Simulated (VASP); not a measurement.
The system is C.

```
CELL_PARAMETERS angstrom
1.74030 0.00000 0.00000
0.00000 1.74030 0.00000
0.00000 0.00000 1.74030
ATOMIC_POSITIONS crystal
C 0.00000 0.00000 0.00000
```

Base run:

```yaml
Program: VASP 6.6.1
Functional: PBE
Potentials_or_basis: VASP PAW PBE potentials, release 64 (C)
Cutoff: 520 eV
k_mesh: 31 × 31 × 31
Occupations: fermi-dirac, width 0.0612256 eV
Spin: no spin polarisation
```

Its results: band gap on the k mesh zero (band 2 reaches 21.57 eV, above the bottom of band 3 at 9.46 eV); pressure 21.3 GPa.

The run is repeated on the same cell with these changes: k mesh from 31 × 31 × 31 to 21 × 21 × 21. What comes out?

Band gap on the k mesh zero (band 2 reaches 21.57 eV, above the bottom of band 3 at 9.62 eV); pressure 19.6 GPa.
